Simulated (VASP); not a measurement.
# TiAl (P4/mmm) in VASP: a series of runs, part 2 of 2

VASP 6.6.1.

**5. Single point, PBEsol (biaxial strain in the a-b plane: +1.5 %, then relaxed in part)**

Input file INCAR:

```
PREC = Accurate ; ENCUT = 520
EDIFF = 1E-6 ; ISMEAR = 0
SIGMA = 0.1 ; LREAL = F
LASPH = T ; NELM = 100
ALGO = Fast ; ISIF = 2
LWAVE = F ; LCHARG = F
GGA = PS ; NBANDS = 14
```

Input file KPOINTS:

```
regular mesh
0
Gamma
  18 18 14
```

Input file POSCAR:

```
TiAl
1.0
    2.8365555598      0.0000000000      0.0000000000
    0.0000000000      2.8365555598      0.0000000000
    0.0000000000      0.0000000000      3.9742085574
Ti Al
1 1
Direct
    0.5000000000      0.5000000000      0.5000000000
    0.0000000000      0.0000000000      0.0000000000
```

Potentials or basis: VASP PAW PBE potentials, release 64 (Ti_sv, Al).

On the command line:

```bash
> cat potpaw_PBE.64/Ti_sv/POTCAR potpaw_PBE.64/Al/POTCAR > POTCAR
> mpirun -np 1 vasp_std > vasp.out
```

OUTCAR:

```text
PREC = Accurate
   ENCUT = 520
   EDIFF = 1E-6
   ISMEAR = 0
   LREAL = F
   LASPH = T
   NELM = 100
   ISIF = 2
   GGA = PS

 ion  position               nearest neighbor table
   1  0.500  0.500  0.500-   2 2.82   2 2.82   2 2.82   2 2.82   2 2.82   2 2.82   2 2.82   2 2.82

   2  0.000  0.000  0.000-   1 2.82   1 2.82   1 2.82   1 2.82   1 2.82   1 2.82   1 2.82   1 2.82

  LATTYP: Found a simple tetragonal cell.
 ALAT       =     2.8365555598
 C/A-ratio  =     1.4010684697

  Lattice vectors:

 A1 = (   2.8365555598,   0.0000000000,   0.0000000000)
 A2 = (   0.0000000000,   2.8365555598,   0.0000000000)
 A3 = (   0.0000000000,   0.0000000000,   3.9742085574)

Analysis of symmetry for initial positions (statically):
=====================================================================
 Subroutine PRICEL returns:
 Original cell was already a primitive cell.

 Routine SETGRP: Setting up the symmetry group for a
 simple tetragonal supercell.

 Subroutine GETGRP returns: Found 16 space group operations
 (whereof 16 operations were pure point group operations)
 out of a pool of 16 trial point group operations.

The static configuration has the point symmetry D_4h.

Analysis of symmetry for dynamics (positions and initial velocities):
=====================================================================
 Subroutine PRICEL returns:
 Original cell was already a primitive cell.

 Routine SETGRP: Setting up the symmetry group for a
 simple tetragonal supercell.

 Subroutine GETGRP returns: Found 16 space group operations
 (whereof 16 operations were pure point group operations)
 out of a pool of 16 trial point group operations.

The dynamic configuration has the point symmetry D_4h.

 Subroutine INISYM returns: Found 16 space group operations
 (whereof 16 operations are pure point group operations),
 and found     1 'primitive' translations

----------------------------------------------------------------------------------------

                                     Primitive cell

  volume of cell :      31.9767

  direct lattice vectors                    reciprocal lattice vectors
     2.836555560  0.000000000  0.000000000     0.352540248  0.000000000  0.000000000
     0.000000000  2.836555560  0.000000000     0.000000000  0.352540248  0.000000000
     0.000000000  0.000000000  3.974208557     0.000000000  0.000000000  0.251622426

  length of vectors
     2.836555560  2.836555560  3.974208557     0.352540248  0.352540248  0.251622426

  position of ions in fractional coordinates (direct lattice)
     0.500000000  0.500000000  0.500000000
     0.000000000  0.000000000  0.000000000

  ion indices of the primitive-cell ions
   primitive index   ion index
                 1           1
                 2           2

----------------------------------------------------------------------------------------

 KPOINTS: regular mesh

Automatic generation of k-mesh.
 Grid dimensions read from file:
 generate k-points for:   18   18   14

 Generating k-lattice:

  Cartesian coordinates                     Fractional coordinates (reciprocal lattice)
[... 41 lines left out ...]
 [... further k-points ...]
   k-points           NKPTS =    440   k-points in BZ     NKDIM =    440   number of bands    NBANDS=     14
   number of dos      NEDOS =    301   number of ions     NIONS =      2
   total plane-waves  NPLWV =  17280
   dimension x,y,z NGX =    24 NGY =   24 NGZ =   30
   dimension x,y,z NGXF=    48 NGYF=   48 NGZF=   60
   ions per type =               1   1
   NGX,Y,Z   is equivalent  to a cutoff of  14.07, 14.07, 12.55 a.u.
   NGXF,Y,Z  is equivalent  to a cutoff of  28.13, 28.13, 25.10 a.u.
 SYSTEM =  unknown system
   PREC   = accura    normal or accurate (medium, high low for compatibility)
   ISTART =      0    job   : 0-new  1-cont  2-samecut
   ICHARG =      2    charge: 1-file 2-atom 10-const
   ISPIN  =      1    spin polarized calculation?
   LNONCOLLINEAR =      F non collinear calculations
   LSORBIT =      F    spin-orbit coupling
   LASPH  =      T    aspherical Exc in radial PAW
   ENCUT  =  520.0 eV  38.22 Ry    6.18 a.u.   5.27  5.27  7.39*2*pi/ulx,y,z
   NELM   =    100;   NELMIN=  2; NELMDL= -5     # of ELM steps
   EDIFF  = 0.1E-05   stopping-criterion for ELM
   LREAL  =      F    real-space projection
   EDIFFG = 0.1E-04   stopping-criterion for IOM
   NSW    =      0    number of steps for IOM
   IBRION =     -1    ionic relax: 0-MD 1-quasi-New 2-CG
   NFREE  =      0    steps in history (QN), initial steepest desc. (CG)
   ISIF   =      2    stress and relaxation
   ISYM   =      2    0-nonsym 1-usesym 2-fastsym
   POTIM  = 0.5000    time-step for ionic-motion
   TEBEG  =    0.0;   TEEND  =   0.0 temperature during run
   PSTRESS=    0.0 pullay stress
   NELECT =      15.0000    total number of electrons
   NUPDOWN=      -1.0000    fix difference up-down
   EMIN   =  10.00;   EMAX   =-10.00  energy-range for DOS
   EFERMI =   0.00;   METHOD = LEGACY
   ISMEAR =     0;   SIGMA  =   0.10  broadening in eV -4-tet -1-fermi 0-gaus
   EFERMI_NEDOS =   21; number of points for ismear=-14 and -15
   IALGO  =     68    algorithm
   IMIX   =      4    mixing-type and parameters
     AMIX     =   0.40;   BMIX     =  1.00
     AMIX_MAG =   1.60;   BMIX_MAG =  1.00
  volume/ion in A,a.u.               =      15.99       107.89
  Fermi-wavevector in a.u.,A,eV,Ry     =   1.272021  2.403771 22.014724  1.618037
  Thomas-Fermi vector in A             =   2.404922
   LORBIT       =      0    0 simple, 1 ext, 2 COOP (PROOUT), +10 PAW based schemes
   GGA     = PS    functional components
   LHFCALC =     F    Hartree Fock is set to
   AEXX    =    0.0000 exact exchange contribution
   IVDW    =     0    specifies the selected vdW correction
   LEPSILON=     F    determine dielectric tensor
   LRPA    =     F    only Hartree local field effects (RPA)
 non-spin polarized calculation
 RMM-DIIS sequential band-by-band and
 Gauss-broadening in eV      SIGMA  =   0.10
  energy-cutoff  :      520.00
  volume of cell :       31.98
 maximum number of plane-waves:       892
 NGX is ok and might be reduce to    24
   NGX = 11   NGY = 11   NGZ = 15

 number of electron      14.9999995 magnetization

 Free energy of the ion-electron system (eV)
  ---------------------------------------------------
  ext. energy  EPLUGINS =         0.00000000
  ---------------------------------------------------
  free energy    TOTEN  =       -13.24592017 eV

  energy without entropy =      -13.23639413  energy(sigma->0) =      -13.24115715

 E-fermi :   8.3894     XC(G=0): -11.2031

 val. band max:        8.3887546120   @ k =   0.1111   0.0000   0.1429
 cond. band min:       8.3918588966   @ k =   0.5000   0.3889   0.0000
 fundamental gap:      0.0031042846
 Fermi energy:         8.3894387758

 k-point     1 :       0.0000    0.0000    0.0000
  band No.  band energies     occupation
      1     -47.9846      2.00000
      2     -24.4794      2.00000
      3     -24.0520      2.00000
      4     -24.0520      2.00000
      5      -0.6883      2.00000
      6       6.5450      2.00000
      7       7.5267      2.00000
      8       8.3500      1.42284
      9      10.5170      0.00000
     10      10.5170      0.00000
     11      11.6252      0.00000
     12      14.9803      0.00000
     13      16.5364      0.00000
     14      16.5364      0.00000
[... 377 lines left out ...]
      1     -47.9359      2.00000
      2     -24.4310      2.00000
      3     -24.3967      2.00000
      4     -24.0745      2.00000
      5       1.6137      2.00000
      6       6.5592      2.00000
      7       7.1786      2.00000
      8       7.9504      2.00000
      9      10.1064      0.00000
     10      10.1763      0.00000
     11      11.9575      0.00000
     12      13.2830      0.00000
     13      14.8668      0.00000
     14      16.7537      0.00000

 [... further k-points ...]

------------------------ aborting loop because EDIFF is reached ----------------------------------------

  FORCE on cell =-STRESS in cart. coord.  units (eV):
  Direction    XX          YY          ZZ          XY          YZ          ZX
  --------------------------------------------------------------------------------------
  -------------------------------------------------------------------------------------
  Total       -0.4817965     -0.4817965      0.0018416      0.0000000     -0.0000000      0.0000000
  in kB      -24.1402056    -24.1402056      0.0922749      0.0000000     -0.0000000      0.0000000
  external PRESSURE =     -16.0627121 kB  Pullay stress =       0.0000000 kB

 VOLUME and BASIS-vectors are now :
 -----------------------------------------------------------------------------
  energy-cutoff  :      520.00
  volume of cell :       31.98
      direct lattice vectors                 reciprocal lattice vectors
     2.836555560  0.000000000  0.000000000     0.352540248  0.000000000  0.000000000
     0.000000000  2.836555560  0.000000000     0.000000000  0.352540248  0.000000000
     0.000000000  0.000000000  3.974208557     0.000000000  0.000000000  0.251622426

 POSITION                                       TOTAL-FORCE (eV/Angst)
 -----------------------------------------------------------------------------------
      1.41828      1.41828      1.98710         0.000000      0.000000      0.000000
      0.00000      0.00000      0.00000         0.000000      0.000000      0.000000
 -----------------------------------------------------------------------------------
    total drift:                                0.000000      0.000000     -0.000000

  FREE ENERGIE OF THE ION-ELECTRON SYSTEM (eV)
  ---------------------------------------------------
  free  energy   TOTEN  =       -13.2459201679 eV

  energy  without entropy=      -13.2363941348  energy(sigma->0) =      -13.24115715
```

It took 4.3 min on 1 thread of Intel Xeon Platinum 8259CL at 2.50GHz (Skylake/Cascade Lake), shared host; peak memory 0.31 GiB.

What came out:

```
Free energy            : -13.2459 eV
Pressure               : -1.6 GPa
Band gap on the k mesh : zero (an odd number of electrons rules out a gap without spin polarisation)
```

Stress tensor (GPa, compression positive):
```
-2.41  0.00  0.00
 0.00 -2.41  0.00
 0.00  0.00  0.01
```

Levels at points of the mesh, in eV from the Fermi level:
| k point | band 4 | band 5 | band 6 | band 7 | band 8 | band 9 | band 10 | band 11 | band 12 | band 13 |
| --- | --- | --- | --- | --- | --- | --- | --- | --- | --- | --- |
| (0.00, 0.00, 0.00) | -32.44 | -9.08 | -1.84 | -0.86 | -0.04 | 2.13 | 2.13 | 3.24 | 6.59 | 8.15 |
| (0.50, 0.00, 0.00) | -32.40 | -4.64 | -4.61 | -1.63 | -0.25 | 1.65 | 2.49 | 4.44 | 5.38 | 5.50 |
| (0.50, 0.50, 0.00) | -32.76 | -3.33 | -0.56 | -0.56 | -0.53 | -0.20 | -0.20 | 4.19 | 5.11 | 6.15 |
| (0.00, 0.00, 0.50) | -32.44 | -7.48 | -5.28 | -0.66 | 0.81 | 1.71 | 1.71 | 3.25 | 7.82 | 9.73 |
| (0.50, 0.00, 0.50) | -32.40 | -4.97 | -2.89 | -1.23 | -1.19 | 1.50 | 1.72 | 2.21 | 4.05 | 5.66 |
| (0.50, 0.50, 0.50) | -32.77 | -2.59 | -2.38 | -2.38 | 1.74 | 2.19 | 2.70 | 4.11 | 4.11 | 4.20 |

Caveat: the cell differs from its parent crystal (biaxial strain in the a-b plane: +1.5 %, then relaxed in part); the PAW data sets were made with another functional, which shifts forces and pressure a little.

**6. Single point, PBEsol (biaxial strain in the a-b plane: +1.5 %)**

Input file INCAR:

```
SYSTEM = TiAl
ALGO = Fast ; EDIFF = 1E-7
ENCUT = 520 ; GGA = PS
ISIF = 2 ; ISMEAR = 0
LASPH = .TRUE. ; LCHARG = .FALSE.
LREAL = .FALSE. ; LWAVE = .FALSE.
NBANDS = 14 ; NELM = 80
PREC = Accurate ; SIGMA = 0.1
```

Input file KPOINTS:

```
k-points
0
G
  18 18 14
  0 0 0
```

Changes to POSCAR since step 5:

```diff
@@ -4,3 +4,3 @@
     0.0000000000      2.8365555598      0.0000000000
-    0.0000000000      0.0000000000      3.9742085574
+    0.0000000000      0.0000000000      4.0047667539
 Ti Al
```

Potentials or basis: VASP PAW PBE potentials, release 64 (Ti_sv, Al).

On the command line:

```bash
> cat potpaw_PBE.64/Ti_sv/POTCAR potpaw_PBE.64/Al/POTCAR > POTCAR
> mpirun -np 1 vasp_std > vasp.out
```

Run time: 6.4 min. Hardware: 1 thread of Intel Xeon Platinum 8259CL at 2.50GHz (Skylake/Cascade Lake), shared host; peak memory 0.32 GiB.

Results (log left out):

```yaml
Free_energy: -13.2452 eV
Pressure: -2.4 GPa
Band_gap_on_the_k_mesh: zero (an odd number of electrons rules out a gap without spin polarisation)
```

Stress tensor (GPa, compression positive):
```
-3.07  0.00  0.00
 0.00 -3.07  0.00
 0.00  0.00 -1.13
```

Levels at points of the mesh, in eV from the Fermi level:
```tsv
k point	band 4	band 5	band 6	band 7	band 8	band 9	band 10	band 11	band 12	band 13
(0.00, 0.00, 0.00)	-32.45	-9.05	-1.85	-0.85	-0.13	2.12	2.12	3.23	6.45	8.18
(0.50, 0.00, 0.00)	-32.41	-4.61	-4.58	-1.64	-0.25	1.66	2.48	4.55	5.29	5.44
(0.50, 0.50, 0.00)	-32.78	-3.28	-0.53	-0.53	-0.50	-0.20	-0.20	4.19	5.03	6.09
(0.00, 0.00, 0.50)	-32.45	-7.48	-5.27	-0.66	0.75	1.72	1.72	3.25	7.84	9.62
(0.50, 0.00, 0.50)	-32.41	-4.94	-2.90	-1.22	-1.18	1.45	1.72	2.22	3.96	5.64
(0.50, 0.50, 0.50)	-32.79	-2.56	-2.34	-2.34	1.73	2.16	2.69	4.11	4.11	4.19
```

Caveat: the cell differs from its parent crystal (biaxial strain in the a-b plane: +1.5 %); the PAW data sets were made with another functional, which shifts forces and pressure a little.

**7. Single point, PBEsol (biaxial strain in the a-b plane: +3.0 %, then relaxed in part)**

Input file INCAR:

```
SYSTEM = TiAl
PREC = Accurate ; ENCUT = 520
EDIFF = 1E-6 ; ISMEAR = 0
SIGMA = 0.1 ; LREAL = .False.
LASPH = .True. ; NELM = 100
ALGO = Fast ; ISIF = 2
LWAVE = .False. ; LCHARG = .False.
GGA = PS ; NBANDS = 14
```

Input file KPOINTS:

```
regular mesh
0
Gamma
  18 18 14
  0 0 0
```

Input file POSCAR:

```
TiAl
1.0
    2.8784751001      0.0000000000      0.0000000000
    0.0000000000      2.8784751001      0.0000000000
    0.0000000000      0.0000000000      3.8971587750
Ti Al
1 1
Direct
    0.5000000000      0.5000000000      0.5000000000
    0.0000000000      0.0000000000      0.0000000000
```

On the command line:

```bash
> cat potpaw_PBE.64/Ti_sv/POTCAR potpaw_PBE.64/Al/POTCAR > POTCAR
> mpirun -np 1 vasp_std > vasp.out
```

It took 4.9 min on 1 thread of Intel Xeon Platinum 8259CL at 2.50GHz (Skylake/Cascade Lake), shared host; peak memory 0.31 GiB.

It converged, with:

| Quantity | Value |
| --- | --- |
| Free energy | -13.2267 eV |
| Pressure | -2.7 GPa |
| Band gap on the k mesh | zero (an odd number of electrons rules out a gap without spin polarisation) |

Stress tensor (GPa, compression positive):
```
-4.14  0.00  0.00
 0.00 -4.14  0.00
 0.00  0.00  0.06
```

Levels at points of the mesh, in eV from the Fermi level:
```tsv
k point	band 6	band 7	band 8	band 9	band 10	band 11
(0.00, 0.00, 0.00)	-1.76	-0.87	0.30	2.03	2.03	3.07
(0.50, 0.00, 0.00)	-4.64	-1.48	-0.25	1.52	2.38	4.26
(0.50, 0.50, 0.00)	-0.72	-0.72	-0.63	-0.15	-0.15	4.00
(0.00, 0.00, 0.50)	-5.24	-0.63	1.01	1.53	1.53	3.09
(0.50, 0.00, 0.50)	-2.82	-1.29	-1.25	1.61	1.63	2.05
(0.50, 0.50, 0.50)	-2.46	-2.46	1.53	2.21	2.69	3.93
```

Caveat: the cell differs from its parent crystal (biaxial strain in the a-b plane: +3.0 %, then relaxed in part); the PAW data sets were made with another functional, which shifts forces and pressure a little.

**8. The runs side by side**

| cell | further INCAR settings | gap on the mesh (eV) | pressure (GPa) |
| --- | --- | --- | --- |
| a = 2.711, b = 2.711, c = 4.165 Å, 2 atoms | ALGO = Fast; EDIFF = 1e-06; NBANDS = 14 | none | 3.9 |
| a = 2.753, b = 2.753, c = 4.078 Å, 2 atoms | ALGO = Fast; EDIFF = 1e-06; NBANDS = 14 | none | 2.7 |
| a = 2.753, b = 2.753, c = 4.102 Å, 2 atoms | ALGO = Fast; EDIFF = 1e-07; NBANDS = 14 | none | 1.9 |
| a = 2.837, b = 2.837, c = 3.974 Å, 2 atoms | ALGO = Fast; EDIFF = 1e-06; NBANDS = 14 | none | -1.6 |
| a = 2.837, b = 2.837, c = 4.005 Å, 2 atoms | ALGO = Fast; EDIFF = 1e-07; NBANDS = 14 | none | -2.4 |
| a = 2.878, b = 2.878, c = 3.897 Å, 2 atoms | ALGO = Fast; EDIFF = 1e-06; NBANDS = 14 | none | -2.7 |

Alike in all rows: task single point; level PBEsol; potentials or basis VASP PAW PBE potentials, release 64 (Ti_sv, Al); no spin polarisation; k mesh 18 × 18 × 14; cutoff (eV) 520; smearing gaussian 0.1 eV.

Caveats: the PAW data sets were made with another functional, which shifts forces and pressure a little; the cell stands under pressure (at least some runs).

Absolute energies hang on the potentials; compare differences alone.
